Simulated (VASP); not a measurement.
# Ti (Fmmm) in VASP: notebook

The runs below take Ti through single point, with PBEsol.

All numbers are computed with VASP 6.6.1; they aren't measurements. Logs are shortened: lines on timing, memory, paths and dates and some standing lists are left out, and cuts for length are marked.

### 1 The cell of the first run

It takes space group Fmmm (No. 69, orthorhombic). The conventional cell has a = 2.912 Å, b = 4.852 Å, c = 9.519 Å, α = 90.00°, β = 90.00°, γ = 90.00°. Within 3.4 Å of Ti (site symmetry mm2) lie 11 Ti at 2.57 to 3.27 Å.

### 2 Single point, PBEsol

INCAR reads:

```
SYSTEM = Ti
PREC = Accurate
ENCUT = 520
EDIFF = 1E-6
ISMEAR = 0
SIGMA = 0.1
LREAL = .FALSE.
LASPH = .TRUE.
NELM = 100
ALGO = Normal
ISIF = 2
LWAVE = .FALSE.
LCHARG = .TRUE.
GGA = PS
LELF = .TRUE.
LVHAR = .TRUE.
NBANDS = 19
```

KPOINTS reads:

```
regular mesh
0
G
  22 22 22
  0 0 0
```

POSCAR reads:

```
Ti
1.0
    0.0000000000      2.4257640691      4.7593037300
    1.4557916247      0.0000000000      4.7593037300
    1.4557916247      2.4257640691      0.0000000000
Ti
2
Direct
    0.8651382834      0.8651382834      0.1348617166
    0.1348617166      0.1348617166      0.8651382834
```

Potentials or basis: VASP PAW PBE potentials, release 64 (Ti_sv).

The run is started by

```bash
cat potpaw_PBE.64/Ti_sv/POTCAR > POTCAR
mpirun -np 1 vasp_std > vasp.out
```

OUTCAR:

```text
SYSTEM = Ti
   PREC = Accurate
   ENCUT = 520
   EDIFF = 1E-6
   ISMEAR = 0
   LREAL = .FALSE.
   LASPH = .TRUE.
   NELM = 100
   ISIF = 2
   GGA = PS

 ion  position               nearest neighbor table
   1  0.865  0.865  0.135-   2 2.57   2 2.63   2 2.63
   2  0.135  0.135  0.865-   1 2.57   1 2.63   1 2.63

  LATTYP: Found a face centered orthorhombic cell.
 ALAT       =     2.9115832494
 B/A-ratio  =     1.6662852210
 C/A-ratio  =     3.2692204360

  Lattice vectors:

 A1 = (   0.0000000000,   2.4257640691,   4.7593037300)
 A2 = (   1.4557916247,   0.0000000000,   4.7593037300)
 A3 = (   1.4557916247,   2.4257640691,   0.0000000000)

Analysis of symmetry for initial positions (statically):
=====================================================================
 Subroutine PRICEL returns:
 Original cell was already a primitive cell.

 Routine SETGRP: Setting up the symmetry group for a
 face centered orthorhombic supercell.

 Subroutine GETGRP returns: Found  8 space group operations
 (whereof  8 operations were pure point group operations)
 out of a pool of  8 trial point group operations.

The static configuration has the point symmetry D_2h.

Analysis of symmetry for dynamics (positions and initial velocities):
=====================================================================
 Subroutine PRICEL returns:
 Original cell was already a primitive cell.

 Routine SETGRP: Setting up the symmetry group for a
 face centered orthorhombic supercell.

 Subroutine GETGRP returns: Found  8 space group operations
 (whereof  8 operations were pure point group operations)
 out of a pool of  8 trial point group operations.

The dynamic configuration has the point symmetry D_2h.

 Subroutine INISYM returns: Found  8 space group operations
 (whereof  8 operations are pure point group operations),
 and found     1 'primitive' translations

----------------------------------------------------------------------------------------

                                     Primitive cell

  volume of cell :      33.6141

  direct lattice vectors                    reciprocal lattice vectors
     0.000000000  2.425764069  4.759303730    -0.343455747  0.206120623  0.105057384
     1.455791625  0.000000000  4.759303730     0.343455747 -0.206120623  0.105057384
     1.455791625  2.425764069  0.000000000     0.343455747  0.206120623 -0.105057384

  length of vectors
     5.341844561  4.976977120  2.829074155     0.414107009  0.414107009  0.414107009

  position of ions in fractional coordinates (direct lattice)
     0.865138283  0.865138283  0.134861717
     0.134861717  0.134861717  0.865138283

  ion indices of the primitive-cell ions
   primitive index   ion index
                 1           1
                 2           2

----------------------------------------------------------------------------------------

 KPOINTS: regular mesh

Automatic generation of k-mesh.
 Grid dimensions read from file:
 generate k-points for:   22   22   22

 Generating k-lattice:

  Cartesian coordinates                     Fractional coordinates (reciprocal lattice)
    -0.015611625  0.009369119  0.004775336     0.045454545 -0.000000000 -0.000000000
     0.015611625 -0.009369119  0.004775336     0.000000000  0.045454545  0.000000000
     0.015611625  0.009369119 -0.004775336     0.000000000  0.000000000  0.045454545

  Length of vectors
     0.018823046  0.018823046  0.018823046

  Shift w.r.t. Gamma in fractional coordinates (k-lattice)
     0.000000000  0.000000000  0.000000000

 Subroutine IBZKPT returns following result:
 ===========================================

 Found   1530 irreducible k-points:

 Following reciprocal coordinates:
            Coordinates               Weight
  0.000000  0.000000  0.000000      1.000000
  0.045455 -0.000000  0.000000      8.000000
  0.090909 -0.000000  0.000000      8.000000
  0.136364  0.000000 -0.000000      8.000000
  0.181818 -0.000000 -0.000000      8.000000
  0.227273 -0.000000 -0.000000      8.000000
[... 16 lines left out ...]
  0.500000  0.045455 -0.000000      8.000000
 -0.454545  0.045455  0.000000      8.000000
 [... further k-points ...]
   k-points           NKPTS =   1530   k-points in BZ     NKDIM =   1530   number of bands    NBANDS=     19
   number of dos      NEDOS =    301   number of ions     NIONS =      2
   total plane-waves  NPLWV =  38400
   dimension x,y,z NGX =    40 NGY =   40 NGZ =   24
   dimension x,y,z NGXF=    80 NGYF=   80 NGZF=   48
   ions per type =               2
   NGX,Y,Z   is equivalent  to a cutoff of  12.45, 13.36, 14.10 a.u.
   NGXF,Y,Z  is equivalent  to a cutoff of  24.90, 26.72, 28.21 a.u.
 SYSTEM =  Ti
   PREC   = accura    normal or accurate (medium, high low for compatibility)
   ISTART =      0    job   : 0-new  1-cont  2-samecut
   ICHARG =      2    charge: 1-file 2-atom 10-const
   ISPIN  =      1    spin polarized calculation?
   LNONCOLLINEAR =      F non collinear calculations
   LSORBIT =      F    spin-orbit coupling
   LASPH  =      T    aspherical Exc in radial PAW
   ENCUT  =  520.0 eV  38.22 Ry    6.18 a.u.   9.93  9.25  5.26*2*pi/ulx,y,z
   NELM   =    100;   NELMIN=  2; NELMDL= -5     # of ELM steps
   EDIFF  = 0.1E-05   stopping-criterion for ELM
   LREAL  =      F    real-space projection
   EDIFFG = 0.1E-04   stopping-criterion for IOM
   NSW    =      0    number of steps for IOM
   IBRION =     -1    ionic relax: 0-MD 1-quasi-New 2-CG
   NFREE  =      0    steps in history (QN), initial steepest desc. (CG)
   ISIF   =      2    stress and relaxation
   ISYM   =      2    0-nonsym 1-usesym 2-fastsym
   POTIM  = 0.5000    time-step for ionic-motion
   TEBEG  =    0.0;   TEEND  =   0.0 temperature during run
   PSTRESS=    0.0 pullay stress
   NELECT =      24.0000    total number of electrons
   NUPDOWN=      -1.0000    fix difference up-down
   EMIN   =  10.00;   EMAX   =-10.00  energy-range for DOS
   EFERMI =   0.00;   METHOD = LEGACY
   ISMEAR =     0;   SIGMA  =   0.10  broadening in eV -4-tet -1-fermi 0-gaus
   EFERMI_NEDOS =   21; number of points for ismear=-14 and -15
   IALGO  =     38    algorithm
   IMIX   =      4    mixing-type and parameters
     AMIX     =   0.40;   BMIX     =  1.00
     AMIX_MAG =   1.60;   BMIX_MAG =  1.00
  volume/ion in A,a.u.               =      16.81       113.42
  Fermi-wavevector in a.u.,A,eV,Ry     =   1.463204  2.765054 29.129606  2.140966
  Thomas-Fermi vector in A             =   2.579326
   LORBIT       =      0    0 simple, 1 ext, 2 COOP (PROOUT), +10 PAW based schemes
   GGA     = PS    functional components
   LHFCALC =     F    Hartree Fock is set to
   AEXX    =    0.0000 exact exchange contribution
   IVDW    =     0    specifies the selected vdW correction
   LEPSILON=     F    determine dielectric tensor
   LRPA    =     F    only Hartree local field effects (RPA)
 non-spin polarized calculation
 Gauss-broadening in eV      SIGMA  =   0.10
  energy-cutoff  :      520.00
  volume of cell :       33.61
 maximum number of plane-waves:       928
   NGX = 19   NGY = 19   NGZ = 11

 number of electron      24.0000002 magnetization

 Free energy of the ion-electron system (eV)
  ---------------------------------------------------
  ext. energy  EPLUGINS =         0.00000000
  ---------------------------------------------------
  free energy    TOTEN  =       -16.38406448 eV

  energy without entropy =      -16.36795113  energy(sigma->0) =      -16.37600781

 E-fermi :   8.2715     XC(G=0): -11.7580

 val. band max:        8.2713086244   @ k =   0.4091   0.1364   0.1364
 cond. band min:       8.2715898246   @ k =  -0.4091   0.0455   0.4091
 fundamental gap:      0.0002812002
 Fermi energy:         8.2714663872

 k-point     1 :       0.0000    0.0000    0.0000
  band No.  band energies     occupation
      1     -48.0555      2.00000
      2     -47.8365      2.00000
      3     -24.9371      2.00000
      4     -24.0534      2.00000
      5     -23.9493      2.00000
      6     -23.9260      2.00000
[... 11 lines left out ...]
     18      10.4883      0.00000
     19      11.4719      0.00000

 k-point     2 :       0.0455   -0.0000    0.0000
  band No.  band energies     occupation
      1     -48.0525      2.00000
      2     -47.8355      2.00000
      3     -24.9317      2.00000
      4     -24.0652      2.00000
      5     -23.9560      2.00000
      6     -23.9340      2.00000
[... 11 lines left out ...]
     18      10.5698      0.00000
     19      11.6262      0.00000

 k-point     3 :       0.0909   -0.0000    0.0000
  band No.  band energies     occupation
      1     -48.0440      2.00000
      2     -47.8327      2.00000
      3     -24.9156      2.00000
      4     -24.0997      2.00000
      5     -23.9855      2.00000
      6     -23.9474      2.00000
[... 11 lines left out ...]
     18      10.6705      0.00000
     19      11.9298      0.00000

 k-point     4 :       0.1364    0.0000   -0.0000
  band No.  band energies     occupation
      1     -48.0303      2.00000
      2     -47.8284      2.00000
      3     -24.8903      2.00000
      4     -24.1547      2.00000
      5     -24.0386      2.00000
      6     -23.9607      2.00000
[... 11 lines left out ...]
     18      10.7178      0.00000
     19      11.8620      0.00000

 k-point     5 :       0.1818   -0.0000   -0.0000
  band No.  band energies     occupation
      1     -48.0124      2.00000
      2     -47.8232      2.00000
      3     -24.8579      2.00000
      4     -24.2261      2.00000
      5     -24.1054      2.00000
      6     -23.9769      2.00000
[... 11 lines left out ...]
     18      10.7307      0.00000
     19      11.7787      0.00000
[... 334 lines left out ...]
      2     -47.8130      2.00000
      3     -24.7211      2.00000
      4     -24.5671      2.00000
      5     -24.3128      2.00000
      6     -24.0846      2.00000
[... 11 lines left out ...]
     18      11.7121      0.00000
     19      11.8518      0.00000

 k-point    22 :       0.4545    0.0455   -0.0000
  band No.  band energies     occupation
      1     -47.9015      2.00000
      2     -47.8118      2.00000
      3     -24.7218      2.00000
      4     -24.6233      2.00000
      5     -24.3271      2.00000
      6     -24.1068      2.00000
[... 11 lines left out ...]
     18      12.0125      0.00000
     19      12.1142      0.00000

 k-point    23 :       0.5000    0.0455   -0.0000
  band No.  band energies     occupation
      1     -47.8910      2.00000
      2     -47.8106      2.00000
      3     -24.7310      2.00000
      4     -24.6555      2.00000
      5     -24.3337      2.00000
      6     -24.1195      2.00000
[... 11 lines left out ...]
     18      12.2379      0.00000
     19      12.5330      0.00000

 k-point    24 :      -0.4545    0.0455    0.0000
  band No.  band energies     occupation
      1     -47.8892      2.00000
      2     -47.8084      2.00000
      3     -24.7421      2.00000
      4     -24.6604      2.00000
      5     -24.3419      2.00000
      6     -24.1196      2.00000
[... 11 lines left out ...]
     18      12.2912      0.00000
     19      12.8814      0.00000

 [... further k-points ...]
[... 5 lines left out ...]
  --------------------------------------------------------------------------------------
  -------------------------------------------------------------------------------------
  Total       -0.0593001     -0.0567663     -0.0222798     -0.0000000      0.0000000      0.0000000
  in kB       -2.8264721     -2.7057043     -1.0619405     -0.0000000      0.0000000      0.0000000
  external PRESSURE =      -2.1980389 kB  Pullay stress =       0.0000000 kB

 VOLUME and BASIS-vectors are now :
 -----------------------------------------------------------------------------
  energy-cutoff  :      520.00
  volume of cell :       33.61
      direct lattice vectors                 reciprocal lattice vectors
     0.000000000  2.425764069  4.759303730    -0.343455747  0.206120623  0.105057384
     1.455791625  0.000000000  4.759303730     0.343455747 -0.206120623  0.105057384
     1.455791625  2.425764069  0.000000000     0.343455747  0.206120623 -0.105057384

 POSITION                                       TOTAL-FORCE (eV/Angst)
 -----------------------------------------------------------------------------------
      1.45579      2.42576      8.23491         0.000000      0.000000     -0.009884
      1.45579      2.42576      1.28370         0.000000      0.000000      0.009884
 -----------------------------------------------------------------------------------
    total drift:                               -0.000000     -0.000000     -0.000000

  FREE ENERGIE OF THE ION-ELECTRON SYSTEM (eV)
  ---------------------------------------------------
  free  energy   TOTEN  =       -16.3840644799 eV

  energy  without entropy=      -16.3679511346  energy(sigma->0) =      -16.37600781
```

Wall time 11 min (1 thread of Intel Xeon 6975P-C (Granite Rapids), shared host); peak memory 0.83 GiB.

Results:

* Free energy: -16.3841 eV
* Pressure: -0.2 GPa
* Largest force: 0.010 eV/Å
* Band gap on the k mesh: zero (band 12 reaches 9.17 eV, above the bottom of band 13 at 7.68 eV)

Forces on the atoms (eV/Å):
```
Ti   0.000  0.000 -0.010
Ti   0.000  0.000  0.010
```

Levels at points of the mesh, in eV from the Fermi level:
```
           k point  band 10  band 11  band 12  band 13  band 14  band 15
(0.00, 0.00, 0.00)    -2.14    -0.37     0.89     0.96     1.31     1.50
(0.50, 0.00, 0.00)    -2.14    -1.05    -0.73     0.65     1.78     2.01
(0.50, 0.50, 0.00)    -4.12    -1.05     0.58     1.01     1.29     1.66
(0.50, 0.00, 0.50)    -2.53    -1.49     0.52     0.68     1.45     2.50
(0.00, 0.50, 0.50)    -1.57    -1.35    -1.24     0.41     0.93     2.93
```

Caveat: the PAW data sets were made with another functional, which shifts forces and pressure a little.

### 3 Single point, PBEsol

This run uses another cell than the first one: it holds 4 atoms, not 2.

INCAR reads:

```
SYSTEM = Ti
  PREC = Accurate
  ENCUT = 520
  EDIFF = 1E-7
  ISMEAR = 0
  SIGMA = 0.1
  LREAL = .FALSE.
  LASPH = .TRUE.
  NELM = 100
  ALGO = Normal
  ISIF = 2
  LWAVE = .FALSE.
  LCHARG = .FALSE.
  GGA = PS
  NBANDS = 32
```

KPOINTS reads:

```
regular mesh
0
G
  6 6 4
  0 0 0
```

POSCAR reads:

```
Ti
1.0
    1.4477689229     -4.7719565513      0.0000000000
    1.4477689229      4.7719565513      0.0000000000
    0.0000000000      0.0000000000      4.8800787368
Ti
4
Direct
    0.1341850126      0.8658149874      0.9999956810
    0.6341850126      0.3658149874      0.5000043190
    0.8658149874      0.1341850126      0.0000043190
    0.3658149874      0.6341850126      0.4999956810
```

Potentials or basis: VASP PAW PBE potentials, release 64 (Ti_sv).

The run is started by

```bash
cat potpaw_PBE.64/Ti_sv/POTCAR > POTCAR
mpirun -np 1 vasp_std > vasp.out
```

OUTCAR:

```text
SYSTEM = Ti
   PREC = Accurate
   ENCUT = 520
   EDIFF = 1E-7
   ISMEAR = 0
   LREAL = .FALSE.
   LASPH = .TRUE.
   NELM = 100
   ISIF = 2
   GGA = PS

 ion  position               nearest neighbor table
   1  0.134  0.866  1.000-   3 2.56   3 2.64   3 2.64   2 2.84   2 2.84   2 2.84   2 2.84
   2  0.634  0.366  0.500-   4 2.56   4 2.64   4 2.64   1 2.84   1 2.84   1 2.84   1 2.84
   3  0.866  0.134  0.000-   1 2.56   1 2.64   1 2.64   4 2.84   4 2.84   4 2.84   4 2.84
   4  0.366  0.634  0.500-   2 2.56   2 2.64   2 2.64   3 2.84   3 2.84   3 2.84   3 2.84

  LATTYP: Found a base centered orthorhombic cell.
[... 1045 lines left out ...]
  -------------------------------------------------------------------------------------
  Total       -0.2624170     -0.2145299     -0.1222044      0.0000000      0.0000000      0.0000000
  in kB       -6.2351940     -5.0973666     -2.9036530      0.0000000      0.0000000      0.0000000
  external PRESSURE =      -4.7454045 kB  Pullay stress =       0.0000000 kB

 VOLUME and BASIS-vectors are now :
 -----------------------------------------------------------------------------
  energy-cutoff  :      520.00
  volume of cell :       67.43
      direct lattice vectors                 reciprocal lattice vectors
     1.447768923 -4.771956551  0.000000000     0.345358981 -0.104778825  0.000000000
     1.447768923  4.771956551  0.000000000     0.345358981  0.104778825  0.000000000
     0.000000000  0.000000000  4.880078737     0.000000000  0.000000000  0.204914727

 POSITION                                       TOTAL-FORCE (eV/Angst)
 -----------------------------------------------------------------------------------
      1.44777      3.49131      4.88006         0.000000     -0.045302      0.000189
      1.44777     -1.28065      2.44006         0.000000     -0.045302     -0.000189
      1.44777     -3.49131      0.00002         0.000000      0.045302     -0.000189
      1.44777      1.28065      2.44002         0.000000      0.045302      0.000189
 -----------------------------------------------------------------------------------
    total drift:                                0.000000     -0.000000      0.000000

  FREE ENERGIE OF THE ION-ELECTRON SYSTEM (eV)
  ---------------------------------------------------
  free  energy   TOTEN  =       -32.7627728925 eV

  energy  without entropy=      -32.7288761735  energy(sigma->0) =      -32.74582453
```

It took 76 s on 1 thread of Intel Xeon 6975P-C (Granite Rapids), shared host; peak memory 0.24 GiB.

What came out:

| Property | Result |
| --- | --- |
| Free energy | -32.7628 eV |
| Pressure | -0.5 GPa |
| Largest force | 0.045 eV/Å |
| Band gap on the k mesh | zero (band 24 reaches 9.04 eV, above the bottom of band 25 at 7.86 eV) |

Forces on the atoms (eV/Å):
```
Ti   0.000 -0.045  0.000
Ti   0.000 -0.045  0.000
Ti   0.000  0.045  0.000
Ti   0.000  0.045  0.000
```

Stress tensor (GPa, compression positive):
```
-0.62  0.00  0.00
 0.00 -0.51  0.00
 0.00  0.00 -0.29
```

Levels at points of the mesh, in eV from the Fermi level:
| k point | band 21 | band 22 | band 23 | band 24 | band 25 | band 26 | band 27 | band 28 |
| --- | --- | --- | --- | --- | --- | --- | --- | --- |
| (0.00, 0.00, 0.00) | -1.49 | -0.40 | 0.43 | 0.60 | 0.89 | 0.95 | 1.34 | 1.39 |
| (0.50, 0.00, 0.00) | -1.00 | -1.00 | -0.32 | -0.32 | -0.27 | -0.27 | 1.36 | 1.36 |
| (0.50, 0.50, 0.00) | -1.36 | -1.29 | -1.03 | 0.47 | 0.65 | 0.89 | 0.95 | 1.31 |
| (0.00, 0.00, 0.50) | -1.19 | -1.19 | -0.07 | -0.07 | 0.53 | 0.53 | 1.60 | 1.60 |
| (0.50, 0.00, 0.50) | -1.07 | -1.07 | -0.75 | -0.75 | 0.65 | 0.65 | 1.77 | 1.77 |
| (0.50, 0.50, 0.50) | -1.10 | -1.10 | 0.17 | 0.17 | 0.87 | 0.87 | 0.90 | 0.90 |

Caveat: the k points lie up to 0.38 Å⁻¹ apart; the PAW data sets were made with another functional, which shifts forces and pressure a little.
